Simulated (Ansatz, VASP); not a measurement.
## One calculation of SiC, two programs

```
Si C
1.0
     3.09637    0.00000    0.00000
    -1.54818    2.68153    0.00000
     0.00000    0.00000    5.08143
Si C
2 2
Cartesian
  0.0000 1.7877 0.0000
  1.5482 0.8938 2.5407
  0.0000 1.7877 1.9564
  1.5482 0.8938 4.4971
```

Change from the starting cell: volume scaled by 1.02, crystal datasets.

Alike in both runs: task electric field gradients; functional PBE; k mesh 15 × 15 × 8; occupations fermi-dirac, width 0.08 eV; no spin polarisation.

```csv
,VASP,Ansatz
version,VASP 6.6.1,Ansatz 0.2.0
potentials or method,"VASP PAW PBE potentials, release 64 (Si, C), cutoff 520 eV","all-electron PAW with datasets made for the crystal, scalar-relativistic"
```

```csv
,VASP,Ansatz,Ansatz less VASP
pressure (GPa),-0.7,-0.6,+0.06
"traceless stress, the component that is largest in VASP (GPa)",-2.70,-2.69,+0.009
rms of the force components (eV/Å),0.417,0.417,-0.0004
size of Vzz on the site where it differs most (V/Å²),17.0,16.2,-0.84
```

Atom by atom the forces differ by 0.000 eV/Å (rms over components). Ansatz ran all-electron here, and VASP with PAW potentials.
